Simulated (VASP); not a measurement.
Runs of VASP 6.6.1 on Si7Ge. The structure is that of space group P-43m (No. 215), or close to it. The cells are those of the table. 

```csv
task,cell,cutoff (eV),gap on the mesh (eV),pressure (GPa),largest force (eV/Å)
single point,"a = 5.369 Å, 8 atoms",520,0.17,5.1,0.01
single point,"a = 5.459 Å, 8 atoms",520,(d),0.1,0.01
single point,"a = 5.296 Å, 8 atoms",520,0.08,(b),0.01
single point,"a = 5.178 Å, 8 atoms",520,none,20.2,0.02
single point,"a = 5.500 Å, 8 atoms",520,0.32,(a),0.01
single point,"a = 5.459, b = 5.459, c = 5.460 Å, angles 90.0, 88.9, 90.0°, 8 atoms",520,0.16,0.1,0.01
relaxation of cell and atoms,"relaxed to 10 GPa from a = 5.292 Å, 8 atoms",600,0.08,10.0,0.01
single point,"a = 5.421 Å, 8 atoms",520,0.23,(c),0.01
```

Alike in all rows: level PBEsol; potentials or basis VASP PAW PBE potentials, release 64 (Si, Ge_d); no spin polarisation; k mesh 8 × 8 × 8; smearing gaussian 0.01 eV.

**Question.** Estimate the missing entries.

**Answer.** (a) -1.9; (b) 10.1; (c) 2.0; (d) 0.27.

Caveats: the PAW data sets were made with another functional, which shifts forces and pressure a little; the cell is relaxed towards a set pressure, so the enthalpy falls and the energy may rise (some runs).

A k mesh can miss the band edges, and the runs leave out spin-orbit coupling on Ge.

A gap of «none» marks levels without a gap at the run's occupations.
